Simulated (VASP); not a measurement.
Runs of VASP 6.6.1 on Mo. The structure is that of space group Im-3m (No. 229), or close to it. The cells are those of the table. 

| task | level | cell | k mesh | cutoff (eV) | gap on the mesh (eV) | pressure (GPa) |
| --- | --- | --- | --- | --- | --- | --- |
| single point | r2SCAN | a = 2.727 Å, angles 109.5°, 1 atom | 12 × 12 × 12 | 520 | none | (a) |
| single point | PBE | a = 2.727 Å, angles 109.5°, 1 atom | 12 × 12 × 12 | 520 | none | 3.5 |
| single point | PBE | a = 2.735 Å, angles 109.5°, 1 atom | 10 × 10 × 10 | 520 | none | 0.5 |
| single point | r2SCAN | a = 2.727 Å, angles 109.5°, 1 atom | 10 × 10 × 10 | 520 | none | 1.1 |
| relaxation of cell and atoms | r2SCAN | relaxed from a = 2.735 Å, angles 109.5°, 1 atom | 10 × 10 × 10 | 600 | none | 0.0 |

Alike in all rows: potentials or basis VASP PAW PBE potentials, release 64 (Mo_sv); no spin polarisation; smearing fermi-dirac 0.02 eV.

Fill in the values left out.

(a) 1.6.

Caveats: the PAW data sets were made with another functional, which shifts forces and pressure a little (some runs).

A k mesh can miss the band edges, and the runs leave out spin-orbit coupling on Mo.

A gap of «none» marks levels without a gap at the run's occupations.
